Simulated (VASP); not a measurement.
Nb, 1 atom in the cell. The structure is orthorhombic, space group Immm (No. 71). Conventional cell: a = 2.860 Å, b = 3.122 Å, c = 4.230 Å, α = 90.00°, β = 90.00°, γ = 90.00°. Nb (site symmetry mmm) has 12 Nb at 2.86 to 3.12 Å within 3.8 Å.  This cell differs from its parent crystal: strain +0.0875 x Voigt [0, 0, 0, 0, 0, 1].

| Item | Value |
| --- | --- |
| Program | VASP 6.6.1 |
| Task | single point |
| Functional | PBEsol |
| Potentials or basis | VASP PAW PBE potentials, release 64 (Nb_sv) |
| Cutoff | 520 eV |
| k mesh | 20 × 20 × 20 |
| Occupations | gaussian, width 0.15 eV |
| Spin | no spin polarisation |
| Dipole correction | no |
| Further INCAR settings | ALGO = Fast; EDIFF = 1e-06; NBANDS = 12 |

Potentials or basis: VASP PAW PBE potentials, release 64 (Nb_sv).

Run with:

```bash
$ cat potpaw_PBE.64/Nb_sv/POTCAR > POTCAR
$ mpirun -np 1 vasp_std > vasp.out
```

Hardware: 1 thread of Intel(R) Xeon(R) Platinum 8488C (Sapphire Rapids) (shared host).

Question: How long does it take, and how much memory?

Answer: Run time: 5.4 min on 1 thread of Intel(R) Xeon(R) Platinum 8488C (Sapphire Rapids), on a shared host, peak memory 0.36 GiB. Counts: scf iterations 19, k points 1166.
